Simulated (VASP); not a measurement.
Here is a VASP 6.6.1 calculation.

The input POSCAR:

```
Y
1.0
   -2.0330833250      2.0330833250      2.0330833250
    2.0330833250     -2.0330833250      2.0330833250
    2.0330833250      2.0330833250     -2.0330833250
Y
1
Direct
    0.0000000000      0.0000000000      0.0000000000
```

File INCAR.step1:

```
PREC = Accurate
ENCUT = 520
ISMEAR = 0
SIGMA = 0.05
LREAL = False
LASPH = True
NELM = 100
NBANDS = 12
GGA = PE
ALGO = Normal
EDIFF = 1E-4
LWAVE = True
LCHARG = False
```

Contents of INCAR.step2:

```
PREC = Accurate
ENCUT = 520
EDIFF = 1E-7
ISMEAR = 0
SIGMA = 0.05
LREAL = False
LASPH = True
NELM = 100
ALGO = Normal
ISIF = 2
LWAVE = False
LCHARG = False
METAGGA = R2SCAN
LMIXTAU = True
NBANDS = 12
ISTART = 1
```

File KPOINTS:

```
Automatic mesh
0
Gamma
  14 14 14
```

Potentials or basis: VASP PAW PBE potentials, release 64 (Y_sv).

Command:

```sh
$ cat potpaw_PBE.64/Y_sv/POTCAR > POTCAR
$ cp INCAR.step1 INCAR
$ mpirun -np 1 vasp_std > vasp.out
$ cp INCAR.step2 INCAR
$ mpirun -np 1 vasp_std > vasp.out
```

(1) Predict the pressure.

Answers

(1) 0.1 GPa.

Caveat: the PAW data sets were made with another functional, which shifts forces and pressure a little.
